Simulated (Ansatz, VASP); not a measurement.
## W in VASP and in Ansatz

INCAR

```
SYSTEM = W
ALGO     = Fast           ! electronic algorithm
EDIFF    = 1E-7           ! SCF threshold, eV
ENCUT    = 520            ! plane-wave cutoff, eV
GGA      = CA             ! functional
ISIF     = 2              ! what is computed and relaxed
ISMEAR   = 0              ! smearing method
LASPH    = .True.         ! aspherical terms in the spheres
LCHARG   = .False.        ! write CHGCAR
LREAL    = .False.        ! projectors in reciprocal space
LWAVE    = .False.        ! write WAVECAR
NBANDS   = 13             ! bands
NELM     = 60             ! most SCF steps
PREC     = Accurate       ! precision mode
SIGMA    = 0.15           ! smearing width, eV
```

The input KPOINTS:

```
k-points
0
Gamma
  22 22 22
  0 0 0
```

Contents of POSCAR:

```
W
1.0
    0.0000000000      2.2417542758      1.4849380323
    2.2417542758      0.0000000000      1.4849380323
    2.2417542758      2.2417542758      0.0000000000
W
1
Direct
    0.0000000000      0.0000000000      0.0000000000
```

Input for Ansatz:

```yaml
crystal:
  lattice:
    - [0.0, 2.2417542758, 1.4849380323]
    - [2.2417542758, 0.0, 1.4849380323]
    - [2.2417542758, 2.2417542758, 0.0]
  atoms:
    - { symbol: W, position: [0.0, 0.0, 0.0] }
basis:
  ecutwfc: 420
kpoints:
  mp_grid: { grid: [22, 22, 22] }
hamiltonian:
  xc: lda
  pseudopotentials: { kind: paw, azcp: { folder: soft_1 } }
scf:
  occupations: { method: gaussian, width: 0.15 }
output:
  forces: true
  stress: true
  eigenvalues: true
  write_density: true
  write_potential: true
  elf: true
  volumetric_format: npy
```

Alike in both runs: task single point; functional LDA; k mesh 22 × 22 × 22; occupations gaussian, width 0.15 eV; no spin polarisation.

|  | VASP | Ansatz |
| --- | --- | --- |
| version | VASP 6.6.1 | Ansatz 0.2.0 |
| potentials or method | VASP PAW LDA potentials, release 64 (W_sv), cutoff 520 eV | scalar-relativistic, plane waves, PAW |
| valence electrons in the cell | 14 | 14 |

```csv
,VASP,Ansatz,Ansatz less VASP
gap on the k mesh at the Fermi level (eV),none,none,-
pressure (GPa),14.4,12.3,-2.15
"traceless stress, the component that is largest in VASP (GPa)",16.37,16.31,-0.063
```

Ansatz warns that its potentials were made for another functional, while VASP's fit it. LDA's correlation is that of Perdew and Zunger in VASP and of Perdew and Wang (1992) in Ansatz. A gap of «none» marks a metal or a gap that the smearing closes.

Neither program's run includes spin-orbit coupling.
